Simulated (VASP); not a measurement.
# Ba (Fm-3m) in VASP: a series of runs

Runs on Ba. Level: revPBE. Tasks: single point.

Program: VASP 6.6.1. These are calculated values, not measurements. Logs are shortened: lines on timing, memory, paths and dates and some standing lists are left out, and cuts for length are marked.

## Step 1: The cell of the first run

Symmetry: Fm-3m, No. 225, cubic system. Conventional cell: a = 6.648 Å, b = 6.648 Å, c = 6.648 Å, α = 90.00°, β = 90.00°, γ = 90.00°.

## Step 2: Single point, revPBE (volume scaled by 1.08)

INCAR reads:

```
PREC     = Accurate       # precision mode
ENCUT    = 520            # plane-wave cutoff, eV
EDIFF    = 1E-7           # SCF threshold, eV
ISMEAR   = -1             # smearing method
SIGMA    = 0.1            # smearing width, eV
LREAL    = False          # projectors in reciprocal space
LASPH    = True           # aspherical terms in the spheres
NELM     = 80             # most SCF steps
ALGO     = Normal         # electronic algorithm
ISIF     = 2              # what is computed and relaxed
LWAVE    = False          # write WAVECAR
LCHARG   = False          # write CHGCAR
GGA      = RE             # functional
NBANDS   = 11             # bands
```

KPOINTS reads:

```
Automatic mesh
0
Gamma
  14 14 14
```

POSCAR reads:

```
Ba
1.0
    0.0000000000      3.3239526862      3.3239526862
    3.3239526862      0.0000000000      3.3239526862
    3.3239526862      3.3239526862      0.0000000000
Ba
1
Direct
    0.0000000000      0.0000000000      0.0000000000
```

Potentials or basis: VASP PAW PBE potentials, release 64 (Ba_sv).

Started as:

```
$ cat potpaw_PBE.64/Ba_sv/POTCAR > POTCAR
$ mpirun -np 1 vasp_std > vasp.out
```

OUTCAR:

```text
PREC = Accurate
   ENCUT = 520
   EDIFF = 1E-7
   ISMEAR = -1
   LREAL = False
   LASPH = True
   NELM = 80
   ISIF = 2
   GGA = RE

 ion  position               nearest neighbor table
   1  0.000  0.000  0.000-

  LATTYP: Found a face centered cubic cell.
 ALAT       =     6.6479053724

  Lattice vectors:

 A1 = (   0.0000000000,   3.3239526862,   3.3239526862)
 A2 = (   3.3239526862,   0.0000000000,   3.3239526862)
 A3 = (   3.3239526862,   3.3239526862,   0.0000000000)

Analysis of symmetry for initial positions (statically):
=====================================================================
 Subroutine PRICEL returns:
 Original cell was already a primitive cell.

 Routine SETGRP: Setting up the symmetry group for a
 face centered cubic supercell.

 Subroutine GETGRP returns: Found 48 space group operations
 (whereof 48 operations were pure point group operations)
 out of a pool of 48 trial point group operations.

The static configuration has the point symmetry O_h .

Analysis of symmetry for dynamics (positions and initial velocities):
=====================================================================
 Subroutine PRICEL returns:
 Original cell was already a primitive cell.

 Routine SETGRP: Setting up the symmetry group for a
 face centered cubic supercell.

 Subroutine GETGRP returns: Found 48 space group operations
 (whereof 48 operations were pure point group operations)
 out of a pool of 48 trial point group operations.

The dynamic configuration has the point symmetry O_h .

 Subroutine INISYM returns: Found 48 space group operations
 (whereof 48 operations are pure point group operations),
 and found     1 'primitive' translations

----------------------------------------------------------------------------------------

                                     Primitive cell

  volume of cell :      73.4505

  direct lattice vectors                    reciprocal lattice vectors
     0.000000000  3.323952686  3.323952686    -0.150423320  0.150423320  0.150423320
     3.323952686  0.000000000  3.323952686     0.150423320 -0.150423320  0.150423320
     3.323952686  3.323952686  0.000000000     0.150423320  0.150423320 -0.150423320

  length of vectors
     4.700778970  4.700778970  4.700778970     0.260540834  0.260540834  0.260540834

  position of ions in fractional coordinates (direct lattice)
     0.000000000  0.000000000  0.000000000
[... 74 lines left out ...]
   ENCUT  =  520.0 eV  38.22 Ry    6.18 a.u.   8.74  8.74  8.74*2*pi/ulx,y,z
   NELM   =     80;   NELMIN=  2; NELMDL= -5     # of ELM steps
   EDIFF  = 0.1E-06   stopping-criterion for ELM
   LREAL  =      F    real-space projection
   EDIFFG = 0.1E-05   stopping-criterion for IOM
   NSW    =      0    number of steps for IOM
   IBRION =     -1    ionic relax: 0-MD 1-quasi-New 2-CG
   NFREE  =      0    steps in history (QN), initial steepest desc. (CG)
   ISIF   =      2    stress and relaxation
   ISYM   =      2    0-nonsym 1-usesym 2-fastsym
   POTIM  = 0.5000    time-step for ionic-motion
   TEBEG  =    0.0;   TEEND  =   0.0 temperature during run
   PSTRESS=    0.0 pullay stress
   NELECT =      10.0000    total number of electrons
   NUPDOWN=      -1.0000    fix difference up-down
   EMIN   =  10.00;   EMAX   =-10.00  energy-range for DOS
   EFERMI =   0.00;   METHOD = LEGACY
   ISMEAR =    -1;   SIGMA  =   0.10  broadening in eV -4-tet -1-fermi 0-gaus
   EFERMI_NEDOS =   21; number of points for ismear=-14 and -15
   IALGO  =     38    algorithm
   IMIX   =      4    mixing-type and parameters
     AMIX     =   0.40;   BMIX     =  1.00
     AMIX_MAG =   1.60;   BMIX_MAG =  1.00
  volume/ion in A,a.u.               =      73.45       495.67
  Fermi-wavevector in a.u.,A,eV,Ry     =   0.842190  1.591508  9.650391  0.709284
  Thomas-Fermi vector in A             =   1.956856
   LORBIT       =      0    0 simple, 1 ext, 2 COOP (PROOUT), +10 PAW based schemes
   GGA     = RE    functional components
   LHFCALC =     F    Hartree Fock is set to
   AEXX    =    0.0000 exact exchange contribution
   IVDW    =     0    specifies the selected vdW correction
   LEPSILON=     F    determine dielectric tensor
   LRPA    =     F    only Hartree local field effects (RPA)
 non-spin polarized calculation
  energy-cutoff  :      520.00
  volume of cell :       73.45
 maximum number of plane-waves:      2006
   NGX = 17   NGY = 17   NGZ = 17

 number of electron      10.0000000 magnetization

 Free energy of the ion-electron system (eV)
  ---------------------------------------------------
  ext. energy  EPLUGINS =         0.00000000
  ---------------------------------------------------
  free energy    TOTEN  =        -1.72096401 eV

  energy without entropy =       -1.66134742  energy(sigma->0) =       -1.69115572

 E-fermi :   1.2959     XC(G=0):  -6.8542

 val. band max:        1.2897296995   @ k =  -0.2857   0.4286   0.2143
 cond. band min:       1.3024902259   @ k =  -0.2857   0.3571   0.1429
 fundamental gap:      0.0127605264
 Fermi energy:         1.2958714001

 k-point     1 :       0.0000    0.0000    0.0000
  band No.  band energies     occupation
      1     -27.9219      2.00000
      2     -12.9486      2.00000
      3     -12.9486      2.00000
      4     -12.9486      2.00000
      5      -1.3951      2.00000
      6       2.9209      0.00000
      7       2.9209      0.00000
      8       2.9209      0.00000
      9       4.2232      0.00000
     10       4.2232      0.00000
     11       6.9122      0.00000
[... 309 lines left out ...]
 k-point    24 :       0.2857    0.1429    0.0000
  band No.  band energies     occupation
      1     -27.9102      2.00000
      2     -13.0848      2.00000
      3     -12.9858      2.00000
      4     -12.9830      2.00000
      5      -0.3991      2.00000
      6       2.0469      0.00109
      7       2.8853      0.00000
      8       3.3019      0.00000
      9       3.7920      0.00000
     10       4.6101      0.00000
     11       7.6061      0.00000

 [... further k-points ...]
[... 5 lines left out ...]
  --------------------------------------------------------------------------------------
  -------------------------------------------------------------------------------------
  Total       -0.2159325     -0.2159325     -0.2159325      0.0000000      0.0000000      0.0000000
  in kB       -4.7101438     -4.7101438     -4.7101438      0.0000000      0.0000000      0.0000000
  external PRESSURE =      -4.7101438 kB  Pullay stress =       0.0000000 kB

 VOLUME and BASIS-vectors are now :
 -----------------------------------------------------------------------------
  energy-cutoff  :      520.00
  volume of cell :       73.45
      direct lattice vectors                 reciprocal lattice vectors
     0.000000000  3.323952686  3.323952686    -0.150423320  0.150423320  0.150423320
     3.323952686  0.000000000  3.323952686     0.150423320 -0.150423320  0.150423320
     3.323952686  3.323952686  0.000000000     0.150423320  0.150423320 -0.150423320

 POSITION                                       TOTAL-FORCE (eV/Angst)
 -----------------------------------------------------------------------------------
      0.00000      0.00000      0.00000         0.000000      0.000000      0.000000
 -----------------------------------------------------------------------------------
    total drift:                               -0.000000      0.000000      0.000000

  FREE ENERGIE OF THE ION-ELECTRON SYSTEM (eV)
  ---------------------------------------------------
  free  energy   TOTEN  =        -1.7209640132 eV

  energy  without entropy=       -1.6613474247  energy(sigma->0) =       -1.69115572
```

Run time: 22 s. Hardware: 1 thread of Intel Xeon 6975P-C (Granite Rapids), shared host; peak memory 0.25 GiB.

What came out:

* Free energy: -1.7210 eV
* Pressure: -0.5 GPa
* Band gap on the k mesh: zero (band 5 reaches 1.30 eV, above the bottom of band 6 at 1.25 eV)

Caveat: the PAW data sets were made with another functional, which shifts forces and pressure a little; spin-orbit coupling is left out, which moves the levels of the heavy elements.

## Step 3: Single point, revPBE (volume scaled by 1.12)

INCAR reads:

```
SYSTEM = Ba
PREC = Accurate ; ENCUT = 520
EDIFF = 1E-7 ; ISMEAR = -1
SIGMA = 0.1 ; LREAL = .FALSE.
LASPH = .TRUE. ; NELM = 80
ALGO = Normal ; ISIF = 2
LWAVE = .FALSE. ; LCHARG = .FALSE.
GGA = RE ; NBANDS = 11
```

KPOINTS reads:

```
Automatic mesh
0
G
  14 14 14
  0 0 0
```

POSCAR reads:

```
Ba
1.0
    0.0000000000      3.3644926900      3.3644926900
    3.3644926900      0.0000000000      3.3644926900
    3.3644926900      3.3644926900      0.0000000000
Ba
1
Direct
    0.0000000000      0.0000000000      0.0000000000
```

Potentials or basis: VASP PAW PBE potentials, release 64 (Ba_sv).

Started as:

```
$ cat potpaw_PBE.64/Ba_sv/POTCAR > POTCAR
$ mpirun -np 1 vasp_std > vasp.out
```

OUTCAR:

```text
SYSTEM = Ba
   PREC = Accurate
   ENCUT = 520
   EDIFF = 1E-7
   ISMEAR = -1
   LREAL = .FALSE.
   LASPH = .TRUE.
   NELM = 80
   ISIF = 2
   GGA = RE

 ion  position               nearest neighbor table
   1  0.000  0.000  0.000-

  LATTYP: Found a face centered cubic cell.
 ALAT       =     6.7289853800

  Lattice vectors:

 A1 = (   0.0000000000,   3.3644926900,   3.3644926900)
 A2 = (   3.3644926900,   0.0000000000,   3.3644926900)
 A3 = (   3.3644926900,   3.3644926900,   0.0000000000)

Analysis of symmetry for initial positions (statically):
=====================================================================
 Subroutine PRICEL returns:
 Original cell was already a primitive cell.

 Routine SETGRP: Setting up the symmetry group for a
 face centered cubic supercell.

 Subroutine GETGRP returns: Found 48 space group operations
 (whereof 48 operations were pure point group operations)
 out of a pool of 48 trial point group operations.

The static configuration has the point symmetry O_h .

Analysis of symmetry for dynamics (positions and initial velocities):
=====================================================================
 Subroutine PRICEL returns:
 Original cell was already a primitive cell.

 Routine SETGRP: Setting up the symmetry group for a
 face centered cubic supercell.

 Subroutine GETGRP returns: Found 48 space group operations
 (whereof 48 operations were pure point group operations)
 out of a pool of 48 trial point group operations.

The dynamic configuration has the point symmetry O_h .

 Subroutine INISYM returns: Found 48 space group operations
 (whereof 48 operations are pure point group operations),
 and found     1 'primitive' translations

----------------------------------------------------------------------------------------

                                     Primitive cell

  volume of cell :      76.1708

  direct lattice vectors                    reciprocal lattice vectors
     0.000000000  3.364492690  3.364492690    -0.148610815  0.148610815  0.148610815
     3.364492690  0.000000000  3.364492690     0.148610815 -0.148610815  0.148610815
     3.364492690  3.364492690  0.000000000     0.148610815  0.148610815 -0.148610815

  length of vectors
     4.758111193  4.758111193  4.758111193     0.257401482  0.257401482  0.257401482

  position of ions in fractional coordinates (direct lattice)
     0.000000000  0.000000000  0.000000000

  ion indices of the primitive-cell ions
   primitive index   ion index
                 1           1

----------------------------------------------------------------------------------------

 KPOINTS: Automatic mesh

Automatic generation of k-mesh.
 Grid dimensions read from file:
 generate k-points for:   14   14   14

 Generating k-lattice:

  Cartesian coordinates                     Fractional coordinates (reciprocal lattice)
    -0.010615058  0.010615058  0.010615058     0.071428571  0.000000000  0.000000000
     0.010615058 -0.010615058  0.010615058     0.000000000  0.071428571  0.000000000
     0.010615058  0.010615058 -0.010615058     0.000000000  0.000000000  0.071428571

  Length of vectors
     0.018385820  0.018385820  0.018385820

  Shift w.r.t. Gamma in fractional coordinates (k-lattice)
     0.000000000  0.000000000  0.000000000

 Subroutine IBZKPT returns following result:
 ===========================================

 Found    104 irreducible k-points:

 Following reciprocal coordinates:
            Coordinates               Weight
  0.000000  0.000000  0.000000      1.000000
  0.071429  0.000000  0.000000      8.000000
  0.142857  0.000000  0.000000      8.000000
  0.214286  0.000000  0.000000      8.000000
  0.285714  0.000000  0.000000      8.000000
  0.357143  0.000000  0.000000      8.000000
[... 16 lines left out ...]
  0.214286  0.142857  0.000000     24.000000
  0.285714  0.142857  0.000000     24.000000
 [... further k-points ...]
   k-points           NKPTS =    104   k-points in BZ     NKDIM =    104   number of bands    NBANDS=     11
   number of dos      NEDOS =    301   number of ions     NIONS =      1
   total plane-waves  NPLWV =  46656
   dimension x,y,z NGX =    36 NGY =   36 NGZ =   36
   dimension x,y,z NGXF=    72 NGYF=   72 NGZF=   72
   ions per type =               1
   NGX,Y,Z   is equivalent  to a cutoff of  12.58, 12.58, 12.58 a.u.
   NGXF,Y,Z  is equivalent  to a cutoff of  25.16, 25.16, 25.16 a.u.
 SYSTEM =  Ba
   PREC   = accura    normal or accurate (medium, high low for compatibility)
   ISTART =      0    job   : 0-new  1-cont  2-samecut
   ICHARG =      2    charge: 1-file 2-atom 10-const
   ISPIN  =      1    spin polarized calculation?
   LNONCOLLINEAR =      F non collinear calculations
   LSORBIT =      F    spin-orbit coupling
   LASPH  =      T    aspherical Exc in radial PAW
   ENCUT  =  520.0 eV  38.22 Ry    6.18 a.u.   8.85  8.85  8.85*2*pi/ulx,y,z
   NELM   =     80;   NELMIN=  2; NELMDL= -5     # of ELM steps
   EDIFF  = 0.1E-06   stopping-criterion for ELM
   LREAL  =      F    real-space projection
   EDIFFG = 0.1E-05   stopping-criterion for IOM
   NSW    =      0    number of steps for IOM
   IBRION =     -1    ionic relax: 0-MD 1-quasi-New 2-CG
   NFREE  =      0    steps in history (QN), initial steepest desc. (CG)
   ISIF   =      2    stress and relaxation
   ISYM   =      2    0-nonsym 1-usesym 2-fastsym
   POTIM  = 0.5000    time-step for ionic-motion
   TEBEG  =    0.0;   TEEND  =   0.0 temperature during run
   PSTRESS=    0.0 pullay stress
   NELECT =      10.0000    total number of electrons
   NUPDOWN=      -1.0000    fix difference up-down
   EMIN   =  10.00;   EMAX   =-10.00  energy-range for DOS
   EFERMI =   0.00;   METHOD = LEGACY
   ISMEAR =    -1;   SIGMA  =   0.10  broadening in eV -4-tet -1-fermi 0-gaus
   EFERMI_NEDOS =   21; number of points for ismear=-14 and -15
   IALGO  =     38    algorithm
   IMIX   =      4    mixing-type and parameters
     AMIX     =   0.40;   BMIX     =  1.00
     AMIX_MAG =   1.60;   BMIX_MAG =  1.00
  volume/ion in A,a.u.               =      76.17       514.03
  Fermi-wavevector in a.u.,A,eV,Ry     =   0.832042  1.572331  9.419230  0.692294
  Thomas-Fermi vector in A             =   1.945031
   LORBIT       =      0    0 simple, 1 ext, 2 COOP (PROOUT), +10 PAW based schemes
   GGA     = RE    functional components
   LHFCALC =     F    Hartree Fock is set to
   AEXX    =    0.0000 exact exchange contribution
   IVDW    =     0    specifies the selected vdW correction
   LEPSILON=     F    determine dielectric tensor
   LRPA    =     F    only Hartree local field effects (RPA)
 non-spin polarized calculation
  energy-cutoff  :      520.00
  volume of cell :       76.17
 maximum number of plane-waves:      2085
   NGX = 17   NGY = 17   NGZ = 17

 number of electron      10.0000000 magnetization

 Free energy of the ion-electron system (eV)
  ---------------------------------------------------
  ext. energy  EPLUGINS =         0.00000000
  ---------------------------------------------------
  free energy    TOTEN  =        -1.71115394 eV

  energy without entropy =       -1.65063881  energy(sigma->0) =       -1.68089637

 E-fermi :   1.1902     XC(G=0):  -6.7478

 val. band max:        1.1815277874   @ k =  -0.2857   0.3571   0.1429
 cond. band min:       1.1910497495   @ k =  -0.2857   0.4286   0.1429
 fundamental gap:      0.0095219620
 Fermi energy:         1.1901579402

 k-point     1 :       0.0000    0.0000    0.0000
  band No.  band energies     occupation
      1     -28.0987      2.00000
      2     -13.1348      2.00000
      3     -13.1348      2.00000
      4     -13.1348      2.00000
      5      -1.4714      2.00000
      6       2.7777      0.00000
      7       2.7777      0.00000
      8       2.7777      0.00000
      9       4.0241      0.00000
     10       4.0241      0.00000
     11       6.7248      0.00000

 k-point     2 :       0.0714    0.0000    0.0000
  band No.  band energies     occupation
      1     -28.0979      2.00000
      2     -13.1470      2.00000
      3     -13.1364      2.00000
      4     -13.1364      2.00000
      5      -1.3984      2.00000
      6       2.6831      0.00000
      7       2.8135      0.00000
      8       2.8135      0.00000
      9       3.9787      0.00000
     10       3.9787      0.00000
     11       6.9071      0.00000
[... 295 lines left out ...]
 k-point    24 :       0.2857    0.1429    0.0000
  band No.  band energies     occupation
      1     -28.0889      2.00000
      2     -13.2542      2.00000
      3     -13.1676      2.00000
      4     -13.1651      2.00000
      5      -0.5079      2.00000
      6       1.9333      0.00118
      7       2.7460      0.00000
      8       3.1416      0.00000
      9       3.6118      0.00000
     10       4.3949      0.00000
     11       7.3458      0.00000

 [... further k-points ...]
[... 5 lines left out ...]
  --------------------------------------------------------------------------------------
  -------------------------------------------------------------------------------------
  Total       -0.3265557     -0.3265557     -0.3265557      0.0000000     -0.0000000     -0.0000000
  in kB       -6.8687714     -6.8687714     -6.8687714      0.0000000     -0.0000000     -0.0000000
  external PRESSURE =      -6.8687714 kB  Pullay stress =       0.0000000 kB

 VOLUME and BASIS-vectors are now :
 -----------------------------------------------------------------------------
  energy-cutoff  :      520.00
  volume of cell :       76.17
      direct lattice vectors                 reciprocal lattice vectors
     0.000000000  3.364492690  3.364492690    -0.148610815  0.148610815  0.148610815
     3.364492690  0.000000000  3.364492690     0.148610815 -0.148610815  0.148610815
     3.364492690  3.364492690  0.000000000     0.148610815  0.148610815 -0.148610815

 POSITION                                       TOTAL-FORCE (eV/Angst)
 -----------------------------------------------------------------------------------
      0.00000      0.00000      0.00000        -0.000000      0.000000      0.000000
 -----------------------------------------------------------------------------------
    total drift:                               -0.000000      0.000000      0.000000

  FREE ENERGIE OF THE ION-ELECTRON SYSTEM (eV)
  ---------------------------------------------------
  free  energy   TOTEN  =        -1.7111539401 eV

  energy  without entropy=       -1.6506388064  energy(sigma->0) =       -1.68089637
```

Run time: 22 s. Hardware: 1 thread of Intel Xeon 6975P-C (Granite Rapids), shared host; peak memory 0.25 GiB.

Results:

* Free energy: -1.7112 eV
* Pressure: -0.7 GPa
* Band gap on the k mesh: zero (band 5 reaches 1.19 eV, above the bottom of band 6 at 1.17 eV)

Levels at points of the mesh, in eV from the Fermi level:
```
           k point  band 3  band 4  band 5  band 6  band 7  band 8
(0.00, 0.00, 0.00)  -14.32  -14.32   -2.66    1.59    1.59    1.59
(0.50, 0.00, 0.00)  -14.36  -14.36   -0.88    0.58    1.47    1.47
(0.50, 0.50, 0.00)  -14.41  -14.41   -0.63   -0.02    1.42    3.77
```

Caveat: the PAW data sets were made with another functional, which shifts forces and pressure a little; spin-orbit coupling is left out, which moves the levels of the heavy elements.
